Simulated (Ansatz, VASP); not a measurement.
Hf: VASP beside Ansatz

```
Hf
1.0
     2.34456    0.00000    0.00000
    -1.17228    2.03045    0.00000
     0.00000    0.00000    4.08531
Hf
2
Cartesian
  0.0000 1.3536 1.0213
  1.1723 0.6768 3.0640
```

Change from the starting cell: volume scaled by 0.45, PAW files.

Alike in both runs: task single point; functional PBEsol; k mesh 14 × 14 × 8; occupations fermi-dirac, width 0.08 eV; no spin polarisation.

|  | VASP | Ansatz |
| --- | --- | --- |
| version | VASP 6.6.1 | Ansatz 0.2.0 |
| potentials or method | VASP PAW PBE potentials, release 64 (Hf_pv) | PAW with Ansatz's default frozen-core files, scalar-relativistic |
| plane-wave cutoff (eV) | 520 | 420 |
| valence electrons in the cell | 20 | 52 |

```tsv
	VASP	Ansatz	Ansatz less VASP
pressure (GPa)	362.6	368.9	+6.33
traceless stress, the component that is largest in VASP (GPa)	-0.34	0.13	+0.468
```

VASP's potentials were made for PBE, not for PBEsol. Both programs put the cell under a high pressure, so it lies far from rest at this level. VASP's potentials hold 20 valence electrons a cell and Ansatz's 52, so a difference there can come from the potentials and not from the codes.

Spin-orbit coupling is off throughout. Noted on VASP's run: the cell as given lies far from equilibrium.
